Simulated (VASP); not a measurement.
Zr, 2 atoms in the cell. The cell holds a slab with vacuum, 2 atoms: a = 3.144 Å, b = 3.144 Å, c = 18.547 Å, α = 90.00°, β = 90.00°, γ = 120.00°. 

| Property | Result |
| --- | --- |
| Program | VASP 6.6.1 |
| Task | single point |
| Functional | LDA |
| Potentials or basis | VASP PAW LDA potentials, release 64 (Zr_sv) |
| Cutoff | 520 eV |
| k mesh | 15 × 15 × 1 |
| Occupations | fermi-dirac, width 0.1 eV |
| Spin | no spin polarisation |
| Dipole correction | yes |
| k mesh for the DOS | 23 × 23 × 1 |
| Occupations for the DOS | tetrahedron |
| Further INCAR settings | ALGO = Normal; EDIFF = 1e-07; NBANDS = 19 |

Potentials or basis: VASP PAW LDA potentials, release 64 (Zr_sv).

The run is started by

```sh
$ cat potpaw_LDA.64/Zr_sv/POTCAR > POTCAR
$ cp INCAR.step1 INCAR
$ cp KPOINTS.step1 KPOINTS
$ mpirun -np 1 vasp_std > vasp.out
$ cp INCAR.step2 INCAR
$ cp KPOINTS.step2 KPOINTS
$ mpirun -np 1 vasp_std > vasp.out
```

Hardware: 1 thread of Intel(R) Xeon(R) 6975P-C (Granite Rapids), with other jobs on the host.

Q: Estimate the wall time of this run.

A: Run time: 76 s on 1 thread of Intel(R) Xeon(R) 6975P-C (Granite Rapids), on a shared host, peak memory 0.28 GiB. Counts: k points 56.
